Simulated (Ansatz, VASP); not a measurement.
## One calculation of HfN, two programs

File POSCAR:

```
HfN
1.0
    0.0000000000      2.5775631000      2.4548220000
    2.5775631000      0.0000000000      2.4548220000
    2.5775631000      2.5775631000      0.0000000000
Hf N
1 1
Direct
    0.0000000000      0.0000000000      0.0000000000
    0.7500000000      0.7500000000      0.7500000000
```

File INCAR.step1:

```
SYSTEM = HfN
PREC = Accurate
ENCUT = 520
ISMEAR = 0
SIGMA = 0.15
LREAL = .False.
LASPH = .True.
NELM = 100
NBANDS = 14
GGA = PE
ALGO = Normal
EDIFF = 1E-4
LWAVE = .True.
LCHARG = .False.
```

The input INCAR.step2:

```
SYSTEM = HfN
PREC = Accurate
ENCUT = 520
EDIFF = 1E-6
ISMEAR = 0
SIGMA = 0.15
LREAL = .False.
LASPH = .True.
NELM = 100
ALGO = Normal
ISIF = 2
LWAVE = .False.
LCHARG = .False.
METAGGA = R2SCAN
LMIXTAU = .True.
NBANDS = 14
ISTART = 1
```

KPOINTS

```
Automatic mesh
0
Gamma
  16 16 16
  0 0 0
```

Input for Ansatz:

```yaml
crystal:
  lattice:
    - [0.0, 2.5775631, 2.454822]
    - [2.5775631, 0.0, 2.454822]
    - [2.5775631, 2.5775631, 0.0]
  atoms:
    - { symbol: Hf, position: [0.0, 0.0, 0.0] }
    - { symbol: "N", position: [0.75, 0.75, 0.75] }
basis:
  ecutwfc: 500
kpoints:
  mp_grid: { grid: [16, 16, 16] }
hamiltonian:
  xc: r2scan
scf:
  occupations: { method: gaussian, width: 0.15 }
output:
  forces: true
  stress: true
  eigenvalues: true
```

Change from the starting cell: strain +0.050 along x and y, +0.000 along z, atoms carried along.

Alike in both runs: task single point; functional r2SCAN; k mesh 16 × 16 × 16; occupations gaussian, width 0.15 eV; no spin polarisation.

|  | VASP | Ansatz |
| --- | --- | --- |
| version | VASP 6.6.1 | Ansatz 0.2.0 |
| potentials or method | VASP PAW PBE potentials, release 64 (Hf_pv, N), cutoff 520 eV | scalar-relativistic, plane waves, PAW |
| valence electrons in the cell | 15 | 31 |

VASP gave:

| Property | Result |
| --- | --- |
| gap on the k mesh at the Fermi level (eV) | none |
| pressure (GPa) | -19.2 |
| traceless stress, the component that is largest in VASP (GPa) | 4.99 |

Which values does Ansatz return?

gap on the k mesh at the Fermi level (eV): none; pressure (GPa): -17.8; traceless stress, the component that is largest in VASP (GPa): 4.95.

VASP's potentials were made for PBE, not for r2SCAN. A gap of «none» marks a metal or a gap that the smearing closes. VASP's potentials hold 15 valence electrons a cell and Ansatz's 31, so a difference there can come from the potentials and not from the codes.

Neither program's run includes spin-orbit coupling.
